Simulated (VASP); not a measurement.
# ZrS (Fm-3m) in VASP: elastic constants with LDA

Aim: the elastic constants of ZrS with LDA.

All numbers are computed with VASP 6.6.1; they aren't measurements. Logs are shortened: lines on timing, memory, paths and dates and some standing lists are left out, and cuts for length are marked.

## (1) The cell of the first run

The structure is cubic, space group Fm-3m (No. 225). The conventional cell has a = 5.136 Å, b = 5.136 Å, c = 5.136 Å, α = 90.00°, β = 90.00°, γ = 90.00°. Zr (site symmetry m-3m) has 6 S at 2.57 Å within 3.4 Å. Within 3.4 Å of S (site symmetry m-3m) lie 6 Zr at 2.57 Å.

## (2) Elastic constants, LDA

The input, INCAR:

```
SYSTEM = ZrS
ALGO = Normal
EDIFF = 1E-8
ENCUT = 600
IBRION = 6
ISIF = 3
ISMEAR = -1
LASPH = .TRUE.
LCHARG = .FALSE.
LREAL = .FALSE.
LWAVE = .FALSE.
NBANDS = 16
NELM = 80
NFREE = 2
NSW = 1
POTIM = 0.015
PREC = Accurate
SIGMA = 0.15
```

The input, KPOINTS:

```
k-points
0
G
  14 14 14
  0 0 0
```

The input, POSCAR:

```
ZrS
1.0
    0.0000000000      2.5682488105      2.5682488105
    2.5682488105      0.0000000000      2.5682488105
    2.5682488105      2.5682488105      0.0000000000
Zr S
1 1
Direct
    0.0000000000      0.0000000000      0.0000000000
    0.5000000000      0.5000000000      0.5000000000
```

Potentials or basis: VASP PAW LDA potentials, release 64 (Zr_sv, S).

Command:

```
cat potpaw_LDA.64/Zr_sv/POTCAR potpaw_LDA.64/S/POTCAR > POTCAR
mpirun -np 1 vasp_std > vasp.out
```

OUTCAR:

```text
SYSTEM = ZrS
   EDIFF = 1E-8
   ENCUT = 600
   IBRION = 6
   ISIF = 3
   ISMEAR = -1
   LASPH = .TRUE.
   LREAL = .FALSE.
   NELM = 80
   NFREE = 2
   NSW = 1
   POTIM = 0.015
   PREC = Accurate

 ion  position               nearest neighbor table
   1  0.000  0.000  0.000-   2 2.57   2 2.57   2 2.57   2 2.57   2 2.57   2 2.57
   2  0.500  0.500  0.500-   1 2.57   1 2.57   1 2.57   1 2.57   1 2.57   1 2.57

  LATTYP: Found a face centered cubic cell.
 ALAT       =     5.1364976210

  Lattice vectors:

 A1 = (   0.0000000000,   2.5682488105,   2.5682488105)
 A2 = (   2.5682488105,   0.0000000000,   2.5682488105)
 A3 = (   2.5682488105,   2.5682488105,   0.0000000000)

Analysis of symmetry for initial positions (statically):
=====================================================================
 Subroutine PRICEL returns:
 Original cell was already a primitive cell.

 Routine SETGRP: Setting up the symmetry group for a
 face centered cubic supercell.

 Subroutine GETGRP returns: Found 48 space group operations
 (whereof 48 operations were pure point group operations)
 out of a pool of 48 trial point group operations.

The static configuration has the point symmetry O_h .

Analysis of symmetry for dynamics (positions and initial velocities):
=====================================================================
 Subroutine PRICEL returns:
 Original cell was already a primitive cell.

 Routine SETGRP: Setting up the symmetry group for a
 face centered cubic supercell.

 Subroutine GETGRP returns: Found 48 space group operations
 (whereof 48 operations were pure point group operations)
 out of a pool of 48 trial point group operations.

The dynamic configuration has the point symmetry O_h .

 Subroutine INISYM returns: Found 48 space group operations
[... 347 lines left out ...]
      1     -38.1843      2.00000
      2     -16.3044      2.00000
      3     -16.3042      2.00000
      4     -16.3042      2.00000
      5      -4.6771      2.00000
      6       7.8634      2.00000
[... 433 lines left out ...]
      3     -16.3553      2.00000
      4     -16.3477      2.00000
      5      -3.8399      2.00000
      6       4.6896      2.00000
[... 8 lines left out ...]
     15      19.9976      0.00000
     16      20.6934      0.00000

 [... further k-points ...]

------------------------ aborting loop because EDIFF is reached ----------------------------------------

  FORCE on cell =-STRESS in cart. coord.  units (eV):
  Direction    XX          YY          ZZ          XY          YZ          ZX
  --------------------------------------------------------------------------------------
  -------------------------------------------------------------------------------------
  Total        0.0735573      0.0600385      0.0600385      0.0000000      0.0000000      0.0000000
  in kB        3.4785257      2.8392199      2.8392199      0.0000000      0.0000000      0.0000000
  external PRESSURE =       3.0523219 kB  Pullay stress =       0.0000000 kB
[... 17 lines left out ...]
  FREE ENERGIE OF THE ION-ELECTRON SYSTEM (eV)
  ---------------------------------------------------
  free  energy   TOTEN  =       -17.2058200995 eV

  energy  without entropy=      -17.1122195120  energy(sigma->0) =      -17.15901981

 INTERNAL STRAIN TENSORS FROM STRAINED CELLS
 ============================================

 INTERNAL STRAIN TENSOR FOR ION    1 for displacements in x,y,z  (eV/Angst):
          X           Y           Z          XY          YZ          ZX
  --------------------------------------------------------------------------------
  x    -0.00000     0.00000    -0.00000     0.00000     0.00000    -0.00000
  y     0.00000    -0.00000     0.00000     0.00000     0.00000     0.00000
  z     0.00000     0.00000    -0.00000    -0.00000     0.00000     0.00000

 INTERNAL STRAIN TENSORS FROM DISPLACED ATOMS
 ============================================

 INTERNAL STRAIN TENSOR FOR ION    1 for displacements in x,y,z  (eV/Angst):
          X           Y           Z          XY          YZ          ZX
  --------------------------------------------------------------------------------
  x     0.00000     0.00000     0.00000     0.00000     0.00000     0.00000
  y     0.00000     0.00000     0.00000     0.00000     0.00000     0.00000
  z     0.00000     0.00000     0.00000     0.00000     0.00000     0.00000

 INTERNAL STRAIN TENSOR FOR ION    2 for displacements in x,y,z  (eV/Angst):
          X           Y           Z          XY          YZ          ZX
  --------------------------------------------------------------------------------
  x     0.00000     0.00000     0.00000     0.00000     0.00000     0.00000
  y     0.00000     0.00000     0.00000     0.00000     0.00000     0.00000
  z     0.00000     0.00000     0.00000     0.00000     0.00000     0.00000

 Eigenvectors and eigenvalues of the dynamical matrix
 ----------------------------------------------------

   1 f  =    8.166857 THz    51.313873 2PiTHz  272.417010 cm-1    33.775389 meV
             X         Y         Z           dx          dy          dz
      0.000000  0.000000  0.000000    -0.510019    0.000000    0.000000
      2.568249  2.568249  2.568249     0.860163    0.000000    0.000000
[... 21 lines left out ...]
   6 f/i=    0.000313 THz     0.001967 2PiTHz    0.010445 cm-1     0.001295 meV
             X         Y         Z           dx          dy          dz
      0.000000  0.000000  0.000000    -0.860163    0.000000    0.000000
      2.568249  2.568249  2.568249    -0.510019    0.000000    0.000000

--------------------------------------------------------------------------------------------------------

 ELASTIC MODULI CONTR FROM IONIC RELAXATION (kBar)
 Direction    XX          YY          ZZ          XY          YZ          ZX
 --------------------------------------------------------------------------------
 XX           0.0000      0.0000      0.0000      0.0000      0.0000      0.0000
 YY           0.0000      0.0000      0.0000      0.0000      0.0000      0.0000
 ZZ           0.0000      0.0000      0.0000      0.0000      0.0000      0.0000
 XY           0.0000      0.0000      0.0000      0.0000      0.0000      0.0000
 YZ           0.0000      0.0000      0.0000      0.0000      0.0000      0.0000
 ZX           0.0000      0.0000      0.0000      0.0000      0.0000      0.0000
 --------------------------------------------------------------------------------

 TOTAL ELASTIC MODULI (kBar)
 Direction    XX          YY          ZZ          XY          YZ          ZX
 --------------------------------------------------------------------------------
 XX        3733.6553    471.7210    471.7210     -0.0000     -0.0000      0.0000
 YY         471.7210   3733.6553    471.7210     -0.0000     -0.0000      0.0000
 ZZ         471.7210    471.7210   3733.6553     -0.0000     -0.0000      0.0000
 XY          -0.0000     -0.0000     -0.0000    273.1528      0.0000      0.0000
 YZ          -0.0000     -0.0000     -0.0000      0.0000    273.1528      0.0000
 ZX           0.0000      0.0000      0.0000      0.0000      0.0000    273.1528
 --------------------------------------------------------------------------------
```

OSZICAR:

```text
N       E                     dE             d eps       ncg     rms          rms(c)
DAV:   1     0.133005730534E+03    0.13301E+03   -0.10440E+04  3336   0.123E+03
DAV:   2    -0.125114332165E+02   -0.14552E+03   -0.13983E+03  4360   0.299E+02
[... 196 lines left out ...]
DAV:   2    -0.172060591532E+02   -0.17517E-02   -0.24181E-02 11248   0.898E-01    0.924E-02
DAV:   3    -0.172058390293E+02    0.22012E-03   -0.42366E-04  8728   0.141E-01    0.419E-02
DAV:   4    -0.172058226334E+02    0.16396E-04   -0.11260E-04 10408   0.596E-02    0.172E-02
DAV:   5    -0.172058201475E+02    0.24859E-05   -0.74316E-06  9352   0.199E-02    0.110E-02
DAV:   6    -0.172058201604E+02   -0.12924E-07   -0.78066E-07 10248   0.618E-03    0.268E-03
DAV:   7    -0.172058201011E+02    0.59350E-07   -0.27876E-07 10464   0.334E-03    0.429E-04
DAV:   8    -0.172058200995E+02    0.15571E-08   -0.29881E-08  8696   0.120E-03
  17 F= -.17205820E+02 E0= -.17159020E+02  d E =-.936006E-01
```

Wall time 25 min (1 thread of Intel Xeon 6975P-C (Granite Rapids), shared host); peak memory 0.82 GiB.

What came out:

```
Elastic constants C11, C12, C44                         : 373, 47, 27 GPa
Voigt bulk modulus                                      : 156 GPa
Highest phonon frequency at Γ, LO-TO splitting left out : 272 cm⁻¹
```

Phonon frequencies in cm⁻¹ (negative: imaginary):
| q point | frequencies |
| --- | --- |
| (0.000, 0.000, 0.000) | 0 0 0 272 272 272 |

Elastic tensor in Voigt notation (GPa, in the Cartesian axes of the cell as first typed):
```
373  47  47   0   0   0
 47 373  47   0   0   0
 47  47 373   0   0   0
  0   0   0  27   0   0
  0   0   0   0  27   0
  0   0   0   0   0  27
```

Clamped-ion elastic tensor (GPa):
```
373  47  47   0   0   0
 47 373  47   0   0   0
 47  47 373   0   0   0
  0   0   0  27   0   0
  0   0   0   0  27   0
  0   0   0   0   0  27
```
